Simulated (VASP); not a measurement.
Wanted: the native input for a VASP 6.6.1 run.

```yaml
Task: relaxation of cell and atoms
Functional: PBE
Potentials_or_basis: VASP PAW PBE potentials, release 64 (Cd, Te)
Cutoff: 600 eV
k_mesh: 10 × 10 × 10
Occupations: gaussian, width 0.02 eV
Spin: no spin polarisation
Target_pressure: 2 GPa
Dipole_correction: no
Further_INCAR_settings: ALGO = Normal; EDIFF = 1e-07; IBRION = 2; EDIFFG = -0.008; NSW = 70; ISIF = 3
```

The structure of CdTe lies in POSCAR:

```
CdTe
1.0
    0.0000000000      3.2883266145      3.2883266145
    3.2883266145      0.0000000000      3.2883266145
    3.2883266145      3.2883266145      0.0000000000
Cd Te
1 1
Direct
    0.0000000000      0.0000000000      0.0000000000
    0.2500000000      0.2500000000      0.2500000000
```

One way to write it, as run:

INCAR

```
SYSTEM = CdTe
ALGO     = Normal         ! electronic algorithm
EDIFF    = 1E-7           ! SCF threshold, eV
EDIFFG   = -0.008         ! ionic threshold
ENCUT    = 600            ! plane-wave cutoff, eV
GGA      = PE             ! functional
IBRION   = 2              ! ionic algorithm
ISIF     = 3              ! what is computed and relaxed
ISMEAR   = 0              ! smearing method
LASPH    = .True.         ! aspherical terms in the spheres
LCHARG   = .False.        ! write CHGCAR
LREAL    = .False.        ! projectors in reciprocal space
LWAVE    = .False.        ! write WAVECAR
NELM     = 60             ! most SCF steps
NSW      = 70             ! ionic steps
PREC     = Accurate       ! precision mode
PSTRESS  = 20.0         
SIGMA    = 0.02           ! smearing width, eV
```

KPOINTS

```
k-points
0
Gamma
  10 10 10
  0 0 0
```

Potentials or basis: VASP PAW PBE potentials, release 64 (Cd, Te).

Run with:

```bash
$ cat potpaw_PBE.64/Cd/POTCAR potpaw_PBE.64/Te/POTCAR > POTCAR
$ mpirun -np 1 vasp_std > vasp.out
```

Results of the run:

```json
{"Relaxed volume": "34.52 Å³/atom", "Relaxed cell": "a = 4.605 Å, b = 4.605 Å, c = 4.605 Å, α = 60.00°, β = 60.00°, γ = 60.00°", "Space group after relaxing (to 0.1 Å)": "F-43m (No. 216)", "Energy change on relaxing (the run minimises the enthalpy)": "+8.8 meV/atom", "Ionic steps": "3", "Pressure after relaxing": "2.0 GPa", "Band gap on the k mesh": "0.73 eV"}
```

Caveat: the cell is relaxed towards a set pressure, so the run minimises the enthalpy, not the energy; spin-orbit coupling is left out, which moves the levels of the heavy elements.

Wall time 85 s on 1 thread of Intel(R) Xeon(R) 6975P-C (Granite Rapids), with other jobs on the host, peak memory 0.28 GiB.
